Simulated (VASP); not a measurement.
LuGaAs2: single point with PBE

Crystal: LuGaAs2.

```
Ga As Lu
1.0
     3.92807    0.00000    0.00000
     0.00000    3.92807    0.00000
     0.00000    0.00000    5.75571
Ga As Lu
1 2 1
Direct
  0.00000 0.00000 0.00000
  0.00000 0.00000 0.50000
  0.50000 0.50000 0.00000
  0.50000 0.50000 0.50000
```

```yaml
Program: VASP 6.6.1
Task: single point
Functional: PBE
Potentials_or_basis: VASP PAW PBE potentials, release 64 (Ga_d, As, Lu)
Cutoff: 520 eV
k_mesh: 6 × 6 × 4
Occupations: fermi-dirac, width 0.02 eV
Spin: no spin polarisation
Dipole_correction: no
Further_INCAR_settings: ALGO = Normal; EDIFF = 1e-06; NBANDS = 32
```

```json
{
  "Pressure": "0.2 GPa",
  "Band gap on the k mesh": "zero (band 24 reaches 4.57 eV, above the bottom of band 25 at 3.00 eV)"
}
```

Levels at points of the mesh, in eV from the Fermi level:
```
           k point  band 20  band 21  band 22  band 23  band 24  band 25  band 26  band 27  band 28  band 29
(0.00, 0.00, 0.00)    -2.48    -1.52    -1.52     0.32     0.67     0.67     0.71     3.00     3.00     3.19
(0.50, 0.00, 0.00)    -4.03    -3.20    -1.90    -1.38     0.30     2.65     2.74     3.48     3.55     4.25
(0.50, 0.50, 0.00)    -4.17    -3.93    -2.00    -1.26    -1.26    -0.62     0.94     0.94     3.33     4.30
(0.00, 0.00, 0.50)    -3.08    -1.46    -1.46     0.10     0.10     0.42     0.94     3.21     3.28     4.35
(0.50, 0.00, 0.50)    -4.56    -1.87    -1.81    -0.18    -0.02     2.22     2.23     2.50     2.95     4.57
(0.50, 0.50, 0.50)    -4.03    -4.03    -2.37    -2.16    -2.16     1.65     2.90     2.90     3.23     3.78
```

Wall time 61 s on 1 thread of Intel(R) Xeon(R) Platinum 8488C (Sapphire Rapids), with other jobs on the host, peak memory 0.26 GiB.

Caveat: spin-orbit coupling is left out, which moves the levels of the heavy elements.
